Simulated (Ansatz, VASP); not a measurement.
# TaN in VASP and in Ansatz

```
Ta N
1.0
     5.18088    0.00000    0.00000
    -2.59044    4.48678    0.00000
     0.00000    0.00000    2.89439
Ta N
3 3
Direct
  0.33333 0.66667 0.50000
  0.66667 0.33333 0.50000
  0.00000 0.00000 0.00000
  0.39326 0.00000 0.00000
  0.60674 0.60674 0.00000
  0.00000 0.39326 0.00000
```

Alike in both runs: functional PBEsol; k mesh 6 × 6 × 9; no spin polarisation.

Ansatz relaxed the structure, and its values are those at the end. VASP's run is a single point on that final structure, the one shown.

```csv
,VASP,Ansatz
version,VASP 6.6.1,Ansatz 0.2.0
potentials or method,"VASP PAW PBE potentials, release 64 (Ta_pv, N), cutoff 520 eV","plane waves, PAW"
occupations,"methfessel-paxton of order 1, width 0.1 eV","cold, width 0.1 eV"
valence electrons in the cell,48,54
```

|  | VASP | Ansatz | Ansatz less VASP |
| --- | --- | --- | --- |
| pressure (GPa) | 0.9 | 0.0 | -0.89 |
| rms of the force components (eV/Å) | 0.007 | 0.003 | -0.0039 |

VASP's potentials were made for PBE, not for PBEsol. VASP's potentials hold 48 valence electrons a cell and Ansatz's 54, so a difference there can come from the potentials and not from the codes. Ansatz's warnings: stress scf threshold loose.

Neither program's run includes spin-orbit coupling.
